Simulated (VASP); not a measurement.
# TaN (P6/mmm) in VASP: notebook

TaN is run at these levels: PBEsol; tasks: single point.

Everything below comes from runs of VASP 6.6.1. Logs are shortened: lines on timing, memory, paths and dates and some standing lists are left out, and cuts for length are marked.

## (1) The cell of the first run

It takes space group P6/mmm (No. 191, hexagonal). Conventional cell: a = 5.185 Å, b = 5.185 Å, c = 2.908 Å, α = 90.00°, β = 90.00°, γ = 120.00°. Within 3.4 Å of Ta (site symmetry 6/mmm) lie 6 N at 2.59 Å and 14 Ta at 2.91 to 3.33 Å. Ta (site symmetry -6m2) has 6 N at 2.09 Å within 2.8 Å. Within 2.8 Å of N (site symmetry mmm) lie 6 Ta at 2.09 to 2.59 Å and 4 N at 2.59 Å.

## (2) Single point, PBEsol

INCAR reads:

```
SYSTEM = TaN
PREC     = Accurate       ! precision mode
ENCUT    = 520            ! plane-wave cutoff, eV
EDIFF    = 1E-6           ! SCF threshold, eV
ISMEAR   = 0              ! smearing method
SIGMA    = 0.1            ! smearing width, eV
LREAL    = .False.        ! projectors in reciprocal space
LASPH    = .True.         ! aspherical terms in the spheres
NELM     = 100            ! most SCF steps
ALGO     = Normal         ! electronic algorithm
ISIF     = 2              ! what is computed and relaxed
LWAVE    = .False.        ! write WAVECAR
LCHARG   = .True.         ! write CHGCAR
GGA      = PS             ! functional
LELF     = .True.         ! ELF
LVHAR    = .True.       
NBANDS   = 33             ! bands
```

KPOINTS reads:

```
Automatic mesh
0
Gamma
  6 6 6
  0 0 0
```

POSCAR reads:

```
TaN
1.0
    5.1849992558      0.0000000000      0.0000000000
   -2.5924996279      4.4903410741      0.0000000000
    0.0000000000      0.0000000000      2.9080000000
Ta N
3 3
Direct
    0.0000000000      0.0000000000      0.0000000000
    0.3333333333      0.6666666667      0.5000000000
    0.6666666667      0.3333333333      0.5000000000
    0.5000000000      0.0000000000      0.0000000000
    0.5000000000      0.5000000000      0.0000000000
    0.0000000000      0.5000000000      0.0000000000
```

Potentials or basis: VASP PAW PBE potentials, release 64 (Ta_pv, N).

Started as:

```sh
$ cat potpaw_PBE.64/Ta_pv/POTCAR potpaw_PBE.64/N/POTCAR > POTCAR
$ mpirun -np 1 vasp_std > vasp.out
```

OUTCAR:

```text
SYSTEM = TaN
   PREC = Accurate
   ENCUT = 520
   EDIFF = 1E-6
   ISMEAR = 0
   LREAL = .False.
   LASPH = .True.
   NELM = 100
   ISIF = 2
   GGA = PS

 ion  position               nearest neighbor table
   1  0.000  0.000  0.000-   5 2.59   6 2.59   6 2.59   5 2.59   4 2.59   4 2.59   3 3.33   3 3.33
                             2 3.33   2 3.33   2 3.33   3 3.33   2 3.33   3 3.33   2 3.33   3 3.33
   2  0.333  0.667  0.500-   4 2.09   4 2.09   6 2.09   6 2.09   5 2.09   5 2.09   3 2.99   3 2.99
                             3 2.99   1 3.33   1 3.33   1 3.33   1 3.33   1 3.33   1 3.33
   3  0.667  0.333  0.500-   4 2.09   4 2.09   6 2.09   6 2.09   5 2.09   5 2.09   2 2.99   2 2.99
                             2 2.99   1 3.33   1 3.33   1 3.33   1 3.33   1 3.33   1 3.33
   4  0.500  0.000  0.000-   2 2.09   3 2.09   2 2.09   3 2.09   1 2.59   1 2.59
   5  0.500  0.500  0.000-   2 2.09   3 2.09   2 2.09   3 2.09   1 2.59   1 2.59
   6  0.000  0.500  0.000-   2 2.09   3 2.09   2 2.09   3 2.09   1 2.59   1 2.59

  LATTYP: Found a hexagonal cell.
 ALAT       =     5.1849992558
 C/A-ratio  =     0.5608486822

  Lattice vectors:

 A1 = (   5.1849992558,   0.0000000000,   0.0000000000)
 A2 = (  -2.5924996279,   4.4903410741,   0.0000000000)
 A3 = (   0.0000000000,   0.0000000000,   2.9080000000)

Analysis of symmetry for initial positions (statically):
=====================================================================
 Subroutine PRICEL returns:
 Original cell was already a primitive cell.

 Routine SETGRP: Setting up the symmetry group for a
 hexagonal supercell.

 Subroutine GETGRP returns: Found 24 space group operations
 (whereof 24 operations were pure point group operations)
 out of a pool of 24 trial point group operations.

The static configuration has the point symmetry D_6h.

Analysis of symmetry for dynamics (positions and initial velocities):
=====================================================================
 Subroutine PRICEL returns:
 Original cell was already a primitive cell.

 Routine SETGRP: Setting up the symmetry group for a
 hexagonal supercell.

 Subroutine GETGRP returns: Found 24 space group operations
 (whereof 24 operations were pure point group operations)
 out of a pool of 24 trial point group operations.

The dynamic configuration has the point symmetry D_6h.

 Subroutine INISYM returns: Found 24 space group operations
 (whereof 24 operations are pure point group operations),
 and found     1 'primitive' translations

----------------------------------------------------------------------------------------

                                     Primitive cell

  volume of cell :      67.7053

  direct lattice vectors                    reciprocal lattice vectors
     5.184999256  0.000000000  0.000000000     0.192864059  0.111350116  0.000000000
    -2.592499628  4.490341074  0.000000000     0.000000000  0.222700232  0.000000000
     0.000000000  0.000000000  2.908000000     0.000000000  0.000000000  0.343878955

  length of vectors
     5.184999256  5.184999256  2.908000000     0.222700232  0.222700232  0.343878955

  position of ions in fractional coordinates (direct lattice)
     0.000000000  0.000000000  0.000000000
     0.333333333  0.666666667  0.500000000
     0.666666667  0.333333333  0.500000000
     0.500000000  0.000000000  0.000000000
     0.500000000  0.500000000  0.000000000
     0.000000000  0.500000000  0.000000000

  ion indices of the primitive-cell ions
   primitive index   ion index
                 1           1
                 2           2
                 3           3
                 4           4
                 5           5
                 6           6

----------------------------------------------------------------------------------------

 KPOINTS: Automatic mesh

Automatic generation of k-mesh.
 Grid dimensions read from file:
 generate k-points for:    6    6    6

 Generating k-lattice:

  Cartesian coordinates                     Fractional coordinates (reciprocal lattice)
     0.032144010  0.018558353  0.000000000     0.166666667  0.000000000  0.000000000
     0.000000000  0.037116705  0.000000000     0.000000000  0.166666667  0.000000000
     0.000000000  0.000000000  0.057313159     0.000000000  0.000000000  0.166666667

  Length of vectors
     0.037116705  0.037116705  0.057313159

  Shift w.r.t. Gamma in fractional coordinates (k-lattice)
     0.000000000  0.000000000  0.000000000

 Subroutine IBZKPT returns following result:
 ===========================================

 Found     28 irreducible k-points:

 Following reciprocal coordinates:
            Coordinates               Weight
  0.000000  0.000000  0.000000      1.000000
  0.166667 -0.000000  0.000000      6.000000
  0.333333  0.000000  0.000000      6.000000
  0.500000  0.000000  0.000000      3.000000
  0.166667  0.166667  0.000000      6.000000
  0.333333  0.166667  0.000000     12.000000
[... 16 lines left out ...]
  0.166667 -0.000000  0.500000      6.000000
  0.333333  0.000000  0.500000      6.000000
 [... further k-points ...]
   k-points           NKPTS =     28   k-points in BZ     NKDIM =     28   number of bands    NBANDS=     33
   number of dos      NEDOS =    301   number of ions     NIONS =      6
   total plane-waves  NPLWV =  38400
   dimension x,y,z NGX =    40 NGY =   40 NGZ =   24
   dimension x,y,z NGXF=    80 NGYF=   80 NGZF=   48
   ions per type =               3   3
   NGX,Y,Z   is equivalent  to a cutoff of  12.83, 12.83, 13.72 a.u.
   NGXF,Y,Z  is equivalent  to a cutoff of  25.65, 25.65, 27.44 a.u.
 SYSTEM =  TaN
   PREC   = accura    normal or accurate (medium, high low for compatibility)
   ISTART =      0    job   : 0-new  1-cont  2-samecut
   ICHARG =      2    charge: 1-file 2-atom 10-const
   ISPIN  =      1    spin polarized calculation?
   LNONCOLLINEAR =      F non collinear calculations
   LSORBIT =      F    spin-orbit coupling
   LASPH  =      T    aspherical Exc in radial PAW
   ENCUT  =  520.0 eV  38.22 Ry    6.18 a.u.   9.64  9.64  5.41*2*pi/ulx,y,z
   NELM   =    100;   NELMIN=  2; NELMDL= -5     # of ELM steps
   EDIFF  = 0.1E-05   stopping-criterion for ELM
   LREAL  =      F    real-space projection
   EDIFFG = 0.1E-04   stopping-criterion for IOM
   NSW    =      0    number of steps for IOM
   IBRION =     -1    ionic relax: 0-MD 1-quasi-New 2-CG
   NFREE  =      0    steps in history (QN), initial steepest desc. (CG)
   ISIF   =      2    stress and relaxation
   ISYM   =      2    0-nonsym 1-usesym 2-fastsym
   POTIM  = 0.5000    time-step for ionic-motion
   TEBEG  =    0.0;   TEEND  =   0.0 temperature during run
   PSTRESS=    0.0 pullay stress
   NELECT =      48.0000    total number of electrons
   NUPDOWN=      -1.0000    fix difference up-down
   EMIN   =  10.00;   EMAX   =-10.00  energy-range for DOS
   EFERMI =   0.00;   METHOD = LEGACY
   ISMEAR =     0;   SIGMA  =   0.10  broadening in eV -4-tet -1-fermi 0-gaus
   EFERMI_NEDOS =   21; number of points for ismear=-14 and -15
   IALGO  =     38    algorithm
   IMIX   =      4    mixing-type and parameters
     AMIX     =   0.40;   BMIX     =  1.00
     AMIX_MAG =   1.60;   BMIX_MAG =  1.00
  volume/ion in A,a.u.               =      11.28        76.15
  Fermi-wavevector in a.u.,A,eV,Ry     =   1.459759  2.758544 28.992597  2.130896
  Thomas-Fermi vector in A             =   2.576288
   LORBIT       =      0    0 simple, 1 ext, 2 COOP (PROOUT), +10 PAW based schemes
   GGA     = PS    functional components
   LHFCALC =     F    Hartree Fock is set to
   AEXX    =    0.0000 exact exchange contribution
   IVDW    =     0    specifies the selected vdW correction
   LEPSILON=     F    determine dielectric tensor
   LRPA    =     F    only Hartree local field effects (RPA)
 non-spin polarized calculation
 Gauss-broadening in eV      SIGMA  =   0.10
  energy-cutoff  :      520.00
  volume of cell :       67.71
 maximum number of plane-waves:      1858
 NGX is ok and might be reduce to    40
   NGX = 19   NGY = 19   NGZ = 11

 number of electron      47.9999998 magnetization

 Free energy of the ion-electron system (eV)
  ---------------------------------------------------
  ext. energy  EPLUGINS =         0.00000000
  ---------------------------------------------------
  free energy    TOTEN  =       -68.66291898 eV

  energy without entropy =      -68.65881510  energy(sigma->0) =      -68.66086704

 E-fermi :   8.0625     XC(G=0): -13.2068

 val. band max:        7.9392972373   @ k =   0.5000   0.0000   0.1667
 cond. band min:       8.1107287831   @ k =   0.1667  -0.0000   0.1667
 fundamental gap:      0.1714315458
 Fermi energy:         8.0624798145

 k-point     1 :       0.0000    0.0000    0.0000
  band No.  band energies     occupation
      1     -28.0563      2.00000
      2     -28.0563      2.00000
      3     -27.6728      2.00000
      4     -27.6728      2.00000
      5     -27.4241      2.00000
      6     -27.3574      2.00000
[... 25 lines left out ...]
     32      11.3370      0.00000
     33      11.3370      0.00000

 k-point     2 :       0.1667   -0.0000    0.0000
  band No.  band energies     occupation
      1     -28.0782      2.00000
      2     -28.0453      2.00000
      3     -27.6494      2.00000
      4     -27.6416      2.00000
      5     -27.4156      2.00000
      6     -27.3955      2.00000
[... 25 lines left out ...]
     32      11.4445      0.00000
     33      11.6676      0.00000

 k-point     3 :       0.3333    0.0000    0.0000
  band No.  band energies     occupation
      1     -28.1154      2.00000
      2     -27.9935      2.00000
      3     -27.6690      2.00000
      4     -27.5804      2.00000
      5     -27.4348      2.00000
      6     -27.3938      2.00000
[... 25 lines left out ...]
     32      11.6008      0.00000
     33      11.6840      0.00000

 k-point     4 :       0.5000    0.0000    0.0000
  band No.  band energies     occupation
      1     -28.1317      2.00000
      2     -27.9345      2.00000
      3     -27.7389      2.00000
      4     -27.5466      2.00000
      5     -27.4272      2.00000
      6     -27.4043      2.00000
[... 25 lines left out ...]
     32      11.7937      0.00000
     33      12.3481      0.00000

 k-point     5 :       0.1667    0.1667    0.0000
  band No.  band energies     occupation
      1     -28.0982      2.00000
      2     -28.0203      2.00000
      3     -27.6568      2.00000
      4     -27.5933      2.00000
      5     -27.4323      2.00000
      6     -27.4002      2.00000
[... 604 lines left out ...]
 k-point    22 :       0.0000    0.0000    0.5000
  band No.  band energies     occupation
      1     -28.3664      2.00000
      2     -28.1350      2.00000
      3     -27.8937      2.00000
      4     -27.8937      2.00000
      5     -27.4644      2.00000
      6     -27.4644      2.00000
[... 25 lines left out ...]
     32      12.2567      0.00000
     33      12.2568      0.00000

 k-point    23 :       0.1667   -0.0000    0.5000
  band No.  band energies     occupation
      1     -28.3578      2.00000
      2     -28.1491      2.00000
      3     -27.9008      2.00000
      4     -27.8728      2.00000
      5     -27.4975      2.00000
      6     -27.4568      2.00000
[... 25 lines left out ...]
     32      12.4175      0.00000
     33      12.5898      0.00000

 k-point    24 :       0.3333    0.0000    0.5000
  band No.  band energies     occupation
      1     -28.3329      2.00000
      2     -28.1859      2.00000
      3     -27.9143      2.00000
      4     -27.8274      2.00000
      5     -27.5551      2.00000
      6     -27.4423      2.00000
[... 25 lines left out ...]
     32      12.0014      0.00000
     33      13.4159      0.00000

 [... further k-points ...]

------------------------ aborting loop because EDIFF is reached ----------------------------------------

  FORCE on cell =-STRESS in cart. coord.  units (eV):
  Direction    XX          YY          ZZ          XY          YZ          ZX
  --------------------------------------------------------------------------------------
  -------------------------------------------------------------------------------------
  Total        1.5697143      1.5697143      0.5408002      0.0000000     -0.0000000      0.0000000
  in kB       37.1457191     37.1457191     12.7974954      0.0000000     -0.0000000      0.0000000
  external PRESSURE =      29.0296445 kB  Pullay stress =       0.0000000 kB

 VOLUME and BASIS-vectors are now :
 -----------------------------------------------------------------------------
  energy-cutoff  :      520.00
  volume of cell :       67.71
      direct lattice vectors                 reciprocal lattice vectors
     5.184999256  0.000000000  0.000000000     0.192864059  0.111350116  0.000000000
    -2.592499628  4.490341074  0.000000000     0.000000000  0.222700232  0.000000000
     0.000000000  0.000000000  2.908000000     0.000000000  0.000000000  0.343878955

 POSITION                                       TOTAL-FORCE (eV/Angst)
 -----------------------------------------------------------------------------------
      0.00000      0.00000      0.00000        -0.000000      0.000000      0.000000
     -0.00000      2.99356      1.45400        -0.000000      0.000000     -0.000000
      2.59250      1.49678      1.45400         0.000000      0.000000      0.000000
      2.59250      0.00000      0.00000         0.000000      0.000000      0.000000
      1.29625      2.24517      0.00000        -0.000000      0.000000      0.000000
     -1.29625      2.24517      0.00000         0.000000      0.000000      0.000000
 -----------------------------------------------------------------------------------
    total drift:                               -0.000000      0.000000     -0.000000

  FREE ENERGIE OF THE ION-ELECTRON SYSTEM (eV)
  ---------------------------------------------------
  free  energy   TOTEN  =       -68.6629189830 eV

  energy  without entropy=      -68.6588151013  energy(sigma->0) =      -68.66086704
```

Wall time 41 s (1 thread of AMD EPYC 9R45 (Zen 5), shared host); peak memory 0.18 GiB.

Results:

```
Free energy            : -68.6629 eV
Pressure               : 2.9 GPa
Band gap on the k mesh : zero (band 24 reaches 8.92 eV, above the bottom of band 25 at 6.78 eV)
```

Stress tensor (GPa, compression positive):
```
3.71 0.00 0.00
0.00 3.71 0.00
0.00 0.00 1.28
```

Levels at points of the mesh, in eV from the Fermi level:
```
           k point  band 21  band 22  band 23  band 24  band 25  band 26  band 27  band 28
(0.00, 0.00, 0.00)    -2.99    -2.51    -2.07    -1.29    -1.29     0.80     0.80     1.21
(0.50, 0.00, 0.00)    -3.42    -2.89    -1.70    -0.70     1.33     1.84     1.85     2.28
(0.00, 0.00, 0.50)    -3.10    -3.10    -1.93     0.86     0.86     1.48     1.73     2.54
(0.50, 0.00, 0.50)    -3.40    -3.14    -2.17    -1.23     1.05     1.35     3.10     3.44
```

Caveat: the k points lie up to 0.36 Å⁻¹ apart; the PAW data sets were made with another functional, which shifts forces and pressure a little; spin-orbit coupling is left out, which moves the levels of the heavy elements.

## (3) Single point, PBEsol

This run uses another cell than the first one, of 11.35 Å³/atom, 1.006 times its volume.

INCAR reads:

```
SYSTEM = TaN
PREC = Accurate
ENCUT = 520
EDIFF = 1E-7
ISMEAR = 0
SIGMA = 0.1
LREAL = .False.
LASPH = .True.
NELM = 100
ALGO = Normal
ISIF = 2
LWAVE = .False.
LCHARG = .True.
GGA = PS
LELF = .True.
LVHAR = .True.
ISYM = 0
NBANDS = 33
```

KPOINTS reads:

```
regular mesh
0
Gamma
  12 4 13
  0 0 0
```

POSCAR reads:

```
TaN
1.0
    2.9035873959      0.0000000000      0.0000000000
    0.0000000000      9.0154793236      0.0000000000
    0.0000000000      4.5077396618      2.6025447072
Ta N
3 3
Direct
    0.0000000000      0.0000000000      0.0000000000
    0.5000000000      0.6666666667      0.0000000000
    0.5000000000      0.3333333333      0.0000000000
    0.0000000000      0.5000000000      0.5000000000
    0.0000000000      0.5000000000      0.0000000000
    0.0000000000      0.0000000000      0.5000000000
```

Potentials or basis: VASP PAW PBE potentials, release 64 (Ta_pv, N).

Started as:

```sh
$ cat potpaw_PBE.64/Ta_pv/POTCAR potpaw_PBE.64/N/POTCAR > POTCAR
$ mpirun -np 1 vasp_std > vasp.out
```

OUTCAR:

```text
SYSTEM = TaN
   PREC = Accurate
   ENCUT = 520
   EDIFF = 1E-7
   ISMEAR = 0
   LREAL = .False.
   LASPH = .True.
   NELM = 100
   ISIF = 2
   GGA = PS
   ISYM = 0

 ion  position               nearest neighbor table
   1  0.000  0.000  0.000-   6 2.60   4 2.60   6 2.60   4 2.60   5 2.60   5 2.60   2 3.34   3 3.34
                             2 3.34   3 3.34   2 3.34   2 3.34   3 3.34   3 3.34   3 3.34   2 3.34
   2  0.500  0.667  0.000-   4 2.09   6 2.09   4 2.09   6 2.09   5 2.09   5 2.09   3 3.01   3 3.01
                             3 3.01   1 3.34   1 3.34   1 3.34   1 3.34   1 3.34   1 3.34
   3  0.500  0.333  0.000-   6 2.09   4 2.09   6 2.09   4 2.09   5 2.09   5 2.09   2 3.01   2 3.01
                             2 3.01   1 3.34   1 3.34   1 3.34   1 3.34   1 3.34   1 3.34
   4  0.000  0.500  0.500-   3 2.09   2 2.09   3 2.09   2 2.09   1 2.60   1 2.60
[... 1059 lines left out ...]
  in kB       11.6743634      7.9020788      8.0879980     -0.0000145      0.1511936      0.0000026
  external PRESSURE =       9.2214800 kB  Pullay stress =       0.0000000 kB

 VOLUME and BASIS-vectors are now :
 -----------------------------------------------------------------------------
  energy-cutoff  :      520.00
  volume of cell :       68.13
      direct lattice vectors                 reciprocal lattice vectors
     2.903587396  0.000000000  0.000000000     0.344401550  0.000000000  0.000000000
     0.000000000  9.015479324  0.000000000     0.000000000  0.110920336 -0.192119658
     0.000000000  4.507739662  2.602544707     0.000000000  0.000000000  0.384239317

 POSITION                                       TOTAL-FORCE (eV/Angst)
 -----------------------------------------------------------------------------------
      0.00000      0.00000      0.00000         0.000000      0.000001      0.000001
      1.45179      6.01032      0.00000        -0.000000     -0.004241     -0.009723
      1.45179      3.00516      0.00000        -0.000000      0.004241      0.009722
      0.00000      6.76161      1.30127         0.000000     -0.000001     -0.000001
      0.00000      4.50774      0.00000         0.000000      0.000000      0.000001
      0.00000      2.25387      1.30127         0.000000      0.000000     -0.000000
 -----------------------------------------------------------------------------------
    total drift:                                0.000000      0.000001     -0.000003

  FREE ENERGIE OF THE ION-ELECTRON SYSTEM (eV)
  ---------------------------------------------------
  free  energy   TOTEN  =       -68.7060486807 eV

  energy  without entropy=      -68.7023472421  energy(sigma->0) =      -68.70419796
```

Wall time 8.3 min (1 thread of Intel Xeon 6975P-C (Granite Rapids), shared host); peak memory 0.65 GiB.

What came out:

| Property | Result |
| --- | --- |
| Free energy | -68.7060 eV |
| Pressure | 0.9 GPa |
| Largest force | 0.011 eV/Å |
| Band gap on the k mesh | zero (band 24 reaches 8.95 eV, above the bottom of band 25 at 6.71 eV) |

Forces in eV/Å, atoms in the order of the input:
```
Ta   0.000  0.000  0.000
Ta   0.000 -0.004 -0.010
Ta   0.000  0.004  0.010
N    0.000  0.000  0.000
N    0.000  0.000  0.000
N    0.000  0.000  0.000
```

Levels at points of the mesh, in eV from the Fermi level:
```tsv
k point	band 21	band 22	band 23	band 24	band 25	band 26	band 27	band 28
(0.00, 0.00, 0.00)	-3.00	-2.48	-2.10	-1.26	-1.26	0.85	0.85	1.17
(0.50, 0.00, 0.00)	-3.09	-3.09	-1.89	0.87	0.87	1.56	1.72	2.51
(0.00, 0.50, 0.00)	-3.40	-2.90	-1.69	-0.71	1.31	1.84	1.87	2.33
(0.50, 0.50, 0.00)	-3.37	-3.09	-2.12	-1.22	1.06	1.36	3.12	3.41
```

Caveat: the PAW data sets were made with another functional, which shifts forces and pressure a little; spin-orbit coupling is left out, which moves the levels of the heavy elements.

(Part 1 of 2 ends here.)
